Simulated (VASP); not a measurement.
# Cu (I4/mmm) in VASP: further runs

Runs on Cu. Level: r2SCAN. Tasks: single point.

Everything below comes from runs of VASP 6.6.1. Logs are shortened: lines on timing, memory, paths and dates and some standing lists are left out, and cuts for length are marked.

## (1) The cell of the first run

It takes space group I4/mmm (No. 139, tetragonal). The conventional cell has a = 2.595 Å, b = 2.595 Å, c = 3.615 Å, α = 90.00°, β = 90.00°, γ = 90.00°. Within 3.4 Å of Cu (site symmetry 4/mmm) lie 12 Cu at 2.58 to 2.59 Å.

## (2) Single point, r2SCAN (strain +0.015 along x and y, +0.000 along z)

Input file POSCAR:

```
Cu
1.0
    0.0000000000      1.8346125000      1.8075000000
    1.8346125000      0.0000000000      1.8075000000
    1.8346125000      1.8346125000      0.0000000000
Cu
1
Direct
    0.0000000000      0.0000000000      0.0000000000
```

Input file INCAR.step1:

```
SYSTEM = Cu
ALGO = Normal
EDIFF = 1E-4
ENCUT = 520
GGA = PE
ISMEAR = 0
LASPH = .True.
LCHARG = .False.
LREAL = .False.
LWAVE = .True.
NBANDS = 12
NELM = 100
PREC = Accurate
SIGMA = 0.15
```

Input file INCAR.step2:

```
SYSTEM = Cu
ALGO = Normal
EDIFF = 1E-6
ENCUT = 520
ISIF = 2
ISMEAR = 0
ISTART = 1
LASPH = .True.
LCHARG = .False.
LMIXTAU = .True.
LREAL = .False.
LWAVE = .False.
METAGGA = R2SCAN
NBANDS = 12
NELM = 100
PREC = Accurate
SIGMA = 0.15
```

Input file KPOINTS:

```
k-points
0
Gamma
  22 22 22
  0 0 0
```

Potentials or basis: VASP PAW PBE potentials, release 64 (Cu).

Run with:

```sh
> cat potpaw_PBE.64/Cu/POTCAR > POTCAR
> cp INCAR.step1 INCAR
> mpirun -np 1 vasp_std > vasp.out
> cp INCAR.step2 INCAR
> mpirun -np 1 vasp_std > vasp.out
```

OUTCAR:

```text
SYSTEM = Cu
   EDIFF = 1E-6
   ENCUT = 520
   ISIF = 2
   ISMEAR = 0
   ISTART = 1
   LASPH = .True.
   LREAL = .False.
   METAGGA = R2SCAN
   NELM = 100
   PREC = Accurate

 ion  position               nearest neighbor table
   1  0.000  0.000  0.000-

  LATTYP: Found a body centered tetragonal cell.
 ALAT       =     2.5945338792
 C/A-ratio  =     1.3933138546

  Lattice vectors:

 A1 = (   0.0000000000,  -1.8346125000,  -1.8075000000)
 A2 = (   0.0000000000,   1.8346125000,  -1.8075000000)
 A3 = (   1.8346125000,   0.0000000000,   1.8075000000)

Analysis of symmetry for initial positions (statically):
=====================================================================
 Subroutine PRICEL returns:
 Original cell was already a primitive cell.

 Routine SETGRP: Setting up the symmetry group for a
 body centered tetragonal supercell.

 Subroutine GETGRP returns: Found 16 space group operations
 (whereof 16 operations were pure point group operations)
 out of a pool of 16 trial point group operations.

The static configuration has the point symmetry D_4h.

Analysis of symmetry for dynamics (positions and initial velocities):
=====================================================================
 Subroutine PRICEL returns:
 Original cell was already a primitive cell.

 Routine SETGRP: Setting up the symmetry group for a
 body centered tetragonal supercell.

 Subroutine GETGRP returns: Found 16 space group operations
 (whereof 16 operations were pure point group operations)
 out of a pool of 16 trial point group operations.

The dynamic configuration has the point symmetry D_4h.

 Subroutine INISYM returns: Found 16 space group operations
 (whereof 16 operations are pure point group operations),
 and found     1 'primitive' translations

----------------------------------------------------------------------------------------

                                     Primitive cell

  volume of cell :      12.1674

  direct lattice vectors                    reciprocal lattice vectors
     0.000000000  1.834612500  1.807500000    -0.272537116  0.272537116  0.276625173
     1.834612500  0.000000000  1.807500000     0.272537116 -0.272537116  0.276625173
     1.834612500  1.834612500  0.000000000     0.272537116  0.272537116 -0.276625173

  length of vectors
     2.575433803  2.575433803  2.594533879     0.474420115  0.474420115  0.474420115

  position of ions in fractional coordinates (direct lattice)
     0.000000000  0.000000000  0.000000000

  ion indices of the primitive-cell ions
   primitive index   ion index
                 1           1

----------------------------------------------------------------------------------------

 KPOINTS: k-points

Automatic generation of k-mesh.
 Grid dimensions read from file:
 generate k-points for:   22   22   22

 Generating k-lattice:

  Cartesian coordinates                     Fractional coordinates (reciprocal lattice)
    -0.012388051  0.012388051  0.012573871     0.045454545  0.000000000  0.000000000
     0.012388051 -0.012388051  0.012573871     0.000000000  0.045454545  0.000000000
     0.012388051  0.012388051 -0.012573871    -0.000000000 -0.000000000  0.045454545

  Length of vectors
     0.021564551  0.021564551  0.021564551

  Shift w.r.t. Gamma in fractional coordinates (k-lattice)
     0.000000000  0.000000000  0.000000000

 Subroutine IBZKPT returns following result:
 ===========================================

 Found    834 irreducible k-points:

 Following reciprocal coordinates:
            Coordinates               Weight
  0.000000  0.000000  0.000000      1.000000
  0.045455 -0.000000  0.000000      8.000000
  0.090909 -0.000000  0.000000      8.000000
  0.136364  0.000000  0.000000      8.000000
  0.181818  0.000000  0.000000      8.000000
  0.227273  0.000000  0.000000      8.000000
[... 16 lines left out ...]
  0.500000  0.045455  0.000000      8.000000
 -0.454545  0.045455  0.000000      8.000000
 [... further k-points ...]
   k-points           NKPTS =    834   k-points in BZ     NKDIM =    834   number of bands    NBANDS=     12
   number of dos      NEDOS =    301   number of ions     NIONS =      1
   total plane-waves  NPLWV =   8000
   dimension x,y,z NGX =    20 NGY =   20 NGZ =   20
   dimension x,y,z NGXF=    40 NGYF=   40 NGZF=   40
   ions per type =               1
   NGX,Y,Z   is equivalent  to a cutoff of  12.91, 12.91, 12.82 a.u.
   NGXF,Y,Z  is equivalent  to a cutoff of  25.82, 25.82, 25.63 a.u.
 SYSTEM =  Cu
   PREC   = accura    normal or accurate (medium, high low for compatibility)
   ISTART =      1    job   : 0-new  1-cont  2-samecut
   ICHARG =      0    charge: 1-file 2-atom 10-const
   ISPIN  =      1    spin polarized calculation?
   LNONCOLLINEAR =      F non collinear calculations
   LSORBIT =      F    spin-orbit coupling
   LASPH  =      T    aspherical Exc in radial PAW
   ENCUT  =  520.0 eV  38.22 Ry    6.18 a.u.   4.79  4.79  4.82*2*pi/ulx,y,z
   NELM   =    100;   NELMIN=  2; NELMDL=  0     # of ELM steps
   EDIFF  = 0.1E-05   stopping-criterion for ELM
   LREAL  =      F    real-space projection
   EDIFFG = 0.1E-04   stopping-criterion for IOM
   NSW    =      0    number of steps for IOM
   IBRION =     -1    ionic relax: 0-MD 1-quasi-New 2-CG
   NFREE  =      0    steps in history (QN), initial steepest desc. (CG)
   ISIF   =      2    stress and relaxation
   ISYM   =      2    0-nonsym 1-usesym 2-fastsym
   POTIM  = 0.5000    time-step for ionic-motion
   TEBEG  =    0.0;   TEEND  =   0.0 temperature during run
   PSTRESS=    0.0 pullay stress
   NELECT =      11.0000    total number of electrons
   NUPDOWN=      -1.0000    fix difference up-down
   EMIN   =  10.00;   EMAX   =-10.00  energy-range for DOS
   EFERMI =   0.00;   METHOD = LEGACY
   ISMEAR =     0;   SIGMA  =   0.15  broadening in eV -4-tet -1-fermi 0-gaus
   EFERMI_NEDOS =   21; number of points for ismear=-14 and -15
   IALGO  =     38    algorithm
   IMIX   =      4    mixing-type and parameters
     AMIX     =   0.40;   BMIX     =  1.00
     AMIX_MAG =   1.60;   BMIX_MAG =  1.00
  volume/ion in A,a.u.               =      12.17        82.11
  Fermi-wavevector in a.u.,A,eV,Ry     =   1.582973  2.991384 34.093509  2.505802
  Thomas-Fermi vector in A             =   2.682814
   LORBIT       =      0    0 simple, 1 ext, 2 COOP (PROOUT), +10 PAW based schemes
   METAGGA = R2SCAN    functional components
   LHFCALC =     F    Hartree Fock is set to
   AEXX    =    0.0000 exact exchange contribution
   IVDW    =     0    specifies the selected vdW correction
   LEPSILON=     F    determine dielectric tensor
   LRPA    =     F    only Hartree local field effects (RPA)
 non-spin polarized calculation
 Gauss-broadening in eV      SIGMA  =   0.15
  energy-cutoff  :      520.00
  volume of cell :       12.17
 maximum number of plane-waves:       342
   NGX =  9   NGY =  9   NGZ =  9

 number of electron      10.9999992 magnetization

 Free energy of the ion-electron system (eV)
  ---------------------------------------------------
  ext. energy  EPLUGINS =         0.00000000
  ---------------------------------------------------
  free energy    TOTEN  =       -10.81153147 eV

  energy without entropy =      -10.80890312  energy(sigma->0) =      -10.81021729

 E-fermi :   7.0293     XC(G=0): -13.5446

 val. band max:        7.0003656108   @ k =   0.5000   0.2273   0.0909
 cond. band min:       7.0537828751   @ k =  -0.2273   0.2727   0.1818
 fundamental gap:      0.0534172643
 Fermi energy:         7.0293072231

 k-point     1 :       0.0000    0.0000    0.0000
  band No.  band energies     occupation
      1      -2.3962      2.00000
      2       3.9728      2.00000
      3       3.9729      2.00000
      4       4.0414      2.00000
      5       4.7373      2.00000
      6       4.8049      2.00000
      7      30.1755      0.00000
      8      32.9505      0.00000
      9      32.9507      0.00000
     10      33.0071      0.00000
     11      35.3117      0.00000
     12      35.3451      0.00000

 k-point     2 :       0.0455   -0.0000    0.0000
  band No.  band energies     occupation
      1      -2.3196      2.00000
      2       3.9650      2.00000
      3       3.9870      2.00000
      4       4.0473      2.00000
      5       4.7323      2.00000
      6       4.7987      2.00000
      7      29.7627      0.00000
      8      31.8037      0.00000
      9      32.6565      0.00000
     10      32.7060      0.00000
     11      35.7192      0.00000
     12      35.7480      0.00000

 k-point     3 :       0.0909   -0.0000    0.0000
  band No.  band energies     occupation
      1      -2.0911      2.00000
      2       3.9289      2.00000
      3       4.0254      2.00000
      4       4.0771      2.00000
      5       4.7209      2.00000
      6       4.7835      2.00000
      7      28.0325      0.00000
      8      31.0467      0.00000
      9      32.0762      0.00000
     10      32.1525      0.00000
     11      36.6006      0.00000
     12      36.6316      0.00000
[... 286 lines left out ...]
 k-point    23 :       0.5000    0.0455    0.0000
  band No.  band energies     occupation
      1       2.0120      2.00000
      2       3.9412      2.00000
      3       3.9599      2.00000
      4       5.0478      2.00000
      5       5.3496      2.00000
      6       6.3755      2.00000
      7      10.9429      0.00000
      8      28.2095      0.00000
      9      28.7854      0.00000
     10      29.2409      0.00000
     11      33.2039      0.00000
     12      33.8003      0.00000

 k-point    24 :      -0.4545    0.0455    0.0000
  band No.  band energies     occupation
      1       1.9965      2.00000
      2       3.9420      2.00000
      3       3.9653      2.00000
      4       5.0402      2.00000
      5       5.3195      2.00000
      6       6.2482      2.00000
      7      11.1611      0.00000
      8      28.0903      0.00000
      9      29.0771      0.00000
     10      29.2056      0.00000
     11      32.8831      0.00000
     12      34.0242      0.00000

 [... further k-points ...]
[... 5 lines left out ...]
  --------------------------------------------------------------------------------------
  -------------------------------------------------------------------------------------
  Total       -0.6290513     -0.6290513     -0.5713344      0.0000000     -0.0000000     -0.0000000
  in kB      -82.8322822    -82.8322822    -75.2322388      0.0000000     -0.0000000     -0.0000000
  external PRESSURE =     -80.2989344 kB  Pullay stress =       0.0000000 kB

 VOLUME and BASIS-vectors are now :
 -----------------------------------------------------------------------------
  energy-cutoff  :      520.00
  volume of cell :       12.17
      direct lattice vectors                 reciprocal lattice vectors
     0.000000000  1.834612500  1.807500000    -0.272537116  0.272537116  0.276625173
     1.834612500  0.000000000  1.807500000     0.272537116 -0.272537116  0.276625173
     1.834612500  1.834612500  0.000000000     0.272537116  0.272537116 -0.276625173

 POSITION                                       TOTAL-FORCE (eV/Angst)
 -----------------------------------------------------------------------------------
      0.00000      0.00000      0.00000         0.000000      0.000000      0.000000
 -----------------------------------------------------------------------------------
    total drift:                                0.000000      0.000000      0.000000

  FREE ENERGIE OF THE ION-ELECTRON SYSTEM (eV)
  ---------------------------------------------------
  free  energy   TOTEN  =       -10.8115314708 eV

  energy  without entropy=      -10.8089031185  energy(sigma->0) =      -10.81021729
```

It took 6.7 min on 1 thread of Intel Xeon Platinum 8259CL at 2.50GHz (Skylake/Cascade Lake), shared host; peak memory 0.23 GiB.

What came out:

| Item | Value |
| --- | --- |
| Free energy | -10.8115 eV |
| Pressure | -8.0 GPa |
| Band gap on the k mesh | zero (an odd number of electrons rules out a gap without spin polarisation) |

Stress tensor (GPa, compression positive):
```
-8.28  0.00  0.00
 0.00 -8.28  0.00
 0.00  0.00 -7.52
```

Levels at points of the mesh, in eV from the Fermi level:
```csv
k point,band 3,band 4,band 5,band 6,band 7,band 8,band 9,band 10
"(0.00, 0.00, 0.00)",-3.06,-2.99,-2.29,-2.22,23.15,25.92,25.92,25.98
"(0.50, 0.00, 0.00)",-3.04,-1.71,-1.68,-0.94,3.83,21.60,22.42,23.00
"(0.50, 0.50, 0.00)",-1.73,-1.54,-1.54,1.84,7.50,13.29,13.29,17.61
"(0.50, 0.00, 0.50)",-1.73,-1.57,-1.53,1.51,7.10,13.64,13.67,17.91
```

Caveat: the cell differs from its parent crystal (strain +0.015 along x and y, +0.000 along z); the cell stands under tension; the PAW data sets were made with another functional, which shifts forces and pressure a little.

## (3) Single point, r2SCAN (strain +0.030 along x and y, -0.015 along z)

Input file POSCAR:

```
Cu
1.0
    0.0000000000      1.8617250000      1.7803875000
    1.8617250000      0.0000000000      1.7803875000
    1.8617250000      1.8617250000      0.0000000000
Cu
1
Direct
    0.0000000000      0.0000000000      0.0000000000
```

Input file INCAR.step1:

```
SYSTEM = Cu
PREC = Accurate
ENCUT = 520
ISMEAR = 0
SIGMA = 0.15
LREAL = .FALSE.
LASPH = .TRUE.
NELM = 60
NBANDS = 12
GGA = PE
ALGO = Normal
EDIFF = 1E-4
LWAVE = .TRUE.
LCHARG = .FALSE.
```

Input file INCAR.step2:

```
SYSTEM = Cu
PREC = Accurate
ENCUT = 520
EDIFF = 1E-7
ISMEAR = 0
SIGMA = 0.15
LREAL = .FALSE.
LASPH = .TRUE.
NELM = 60
ALGO = Normal
ISIF = 2
LWAVE = .FALSE.
LCHARG = .TRUE.
METAGGA = R2SCAN
LMIXTAU = .TRUE.
LELF = .TRUE.
LVHAR = .TRUE.
NBANDS = 12
ISTART = 1
```

Input file KPOINTS:

```
Automatic mesh
0
G
  22 22 22
  0 0 0
```

Potentials or basis: VASP PAW PBE potentials, release 64 (Cu).

Run with:

```sh
> cat potpaw_PBE.64/Cu/POTCAR > POTCAR
> cp INCAR.step1 INCAR
> mpirun -np 1 vasp_std > vasp.out
> cp INCAR.step2 INCAR
> mpirun -np 1 vasp_std > vasp.out
```

Wall time 6.7 min (1 thread of Intel Xeon Platinum 8259CL at 2.50GHz (Skylake/Cascade Lake), shared host); peak memory 0.23 GiB.

It converged, with:

| Property | Result |
| --- | --- |
| Free energy | -10.8000 eV |
| Pressure | -9.6 GPa |
| Band gap on the k mesh | zero (an odd number of electrons rules out a gap without spin polarisation) |

Stress tensor (GPa, compression positive):
```
-10.24   0.00   0.00
  0.00 -10.24   0.00
  0.00   0.00  -8.30
```

Levels at points of the mesh, in eV from the Fermi level:
```
           k point  band 4  band 5  band 6  band 7  band 8  band 9
(0.00, 0.00, 0.00)   -2.86   -2.34   -2.14   23.06   25.67   25.67
(0.50, 0.00, 0.00)   -1.73   -1.64   -0.90    3.76   21.16   21.72
(0.50, 0.50, 0.00)   -1.53   -1.53    2.30    7.94   12.71   12.71
(0.50, 0.00, 0.50)   -1.61   -1.48    1.31    6.75   13.76   13.84
```

Caveat: the cell differs from its parent crystal (strain +0.030 along x and y, -0.015 along z); the cell stands under tension; the PAW data sets were made with another functional, which shifts forces and pressure a little.

## (4) Single point, r2SCAN (strain +0.030 along x and y, +0.000 along z)

Input file POSCAR:

```
Cu
1.0
    0.0000000000      1.8617250000      1.8075000000
    1.8617250000      0.0000000000      1.8075000000
    1.8617250000      1.8617250000      0.0000000000
Cu
1
Direct
    0.0000000000      0.0000000000      0.0000000000
```

Input file INCAR.step1:

```
ALGO = Normal
EDIFF = 1E-4
ENCUT = 520
GGA = PE
ISMEAR = 0
LASPH = True
LCHARG = False
LREAL = False
LWAVE = True
NBANDS = 12
NELM = 100
PREC = Accurate
SIGMA = 0.15
```

Input file INCAR.step2:

```
ALGO = Normal
EDIFF = 1E-7
ENCUT = 520
ISIF = 2
ISMEAR = 0
ISTART = 1
LASPH = True
LCHARG = False
LMIXTAU = True
LREAL = False
LWAVE = False
METAGGA = R2SCAN
NBANDS = 12
NELM = 100
PREC = Accurate
SIGMA = 0.15
```

Input file KPOINTS:

```
k-points
0
Gamma
  22 22 22
```

Run with:

```sh
> cat potpaw_PBE.64/Cu/POTCAR > POTCAR
> cp INCAR.step1 INCAR
> mpirun -np 1 vasp_std > vasp.out
> cp INCAR.step2 INCAR
> mpirun -np 1 vasp_std > vasp.out
```

Run time: 7.1 min. Hardware: 1 thread of Intel Xeon Platinum 8259CL at 2.50GHz (Skylake/Cascade Lake), shared host; peak memory 0.23 GiB.

Results (log left out):

* Free energy: -10.7893 eV
* Pressure: -11.2 GPa
* Band gap on the k mesh: zero (an odd number of electrons rules out a gap without spin polarisation)

Stress tensor (GPa, compression positive):
```
-11.63   0.00   0.00
  0.00 -11.63   0.00
  0.00   0.00 -10.33
```

Levels at points of the mesh, in eV from the Fermi level:
```tsv
k point	band 3	band 4	band 5	band 6	band 7	band 8	band 9	band 10
(0.00, 0.00, 0.00)	-2.99	-2.86	-2.27	-2.15	22.91	25.44	25.44	25.53
(0.50, 0.00, 0.00)	-2.92	-1.70	-1.64	-0.86	3.69	21.20	21.73	22.96
(0.50, 0.50, 0.00)	-1.70	-1.52	-1.52	2.07	7.56	12.83	12.83	17.12
(0.50, 0.00, 0.50)	-1.70	-1.57	-1.49	1.43	6.78	13.52	13.57	17.72
```

Caveat: the cell differs from its parent crystal (strain +0.030 along x and y, +0.000 along z); the cell stands under tension; the PAW data sets were made with another functional, which shifts forces and pressure a little.

## (5) Overview

| cell | gap on the mesh (eV) | pressure (GPa) |
| --- | --- | --- |
| a = 2.575, b = 2.575, c = 2.595 Å, angles 59.8, 59.8, 60.5°, 1 atom | none | -8.0 |
| a = 2.576, b = 2.576, c = 2.633 Å, angles 59.3, 59.3, 61.5°, 1 atom | none | -9.6 |
| a = 2.595, b = 2.595, c = 2.633 Å, angles 59.5, 59.5, 61.0°, 1 atom | none | -11.2 |

Alike in all rows: task single point; level r2SCAN; potentials or basis VASP PAW PBE potentials, release 64 (Cu); no spin polarisation; k mesh 22 × 22 × 22; cutoff (eV) 520; smearing gaussian 0.15 eV.

Caveats: the cell stands under tension; the PAW data sets were made with another functional, which shifts forces and pressure a little.

Total energies depend on the potentials used, so only differences within one code and one set of settings carry meaning.

The gap in the log of VASP goes by the Fermi energy; the results here count the filled bands.